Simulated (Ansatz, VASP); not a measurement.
CoW3 in VASP and in Ansatz

```xyz
4
Lattice="3.8582 0.0000 0.0000 0.0000 3.8582 0.0000 0.0000 0.0000 3.9547" Properties=species:S:1:pos:R:3 pbc="T T T"
Co    0.0000    0.0000    0.0000
W     0.0000    1.9291    1.9774
W     1.9291    0.0000    1.9774
W     1.9291    1.9291    0.0000
```

Change from the starting cell: strain +0.000 along x and y, +0.025 along z, atoms carried along.

Alike in both runs: task single point; functional PBEsol; k mesh 12 × 12 × 12; occupations gaussian, width 0.15 eV; no spin polarisation.

|  | VASP | Ansatz |
| --- | --- | --- |
| version | VASP 6.6.1 | Ansatz 0.2.0 |
| potentials or method | VASP PAW PBE potentials, release 64 (Co, W_sv), cutoff 520 eV | scalar-relativistic, plane waves, PAW |
| valence electrons in the cell | 51 | 59 |

Ansatz gave:

```
gap on the k mesh at the Fermi level (eV)                     : none
pressure (GPa)                                                : -6.9
traceless stress, the component that is largest in VASP (GPa) : -0.68
```

Estimate VASP's values.

gap on the k mesh at the Fermi level (eV): none; pressure (GPa): -6.4; traceless stress, the component that is largest in VASP (GPa): -0.64.

VASP's potentials were made for PBE, not for PBEsol. A gap of «none» marks a metal or a gap that the smearing closes. VASP's potentials hold 51 valence electrons a cell and Ansatz's 59, so a difference there can come from the potentials and not from the codes.

Neither program's run includes spin-orbit coupling.
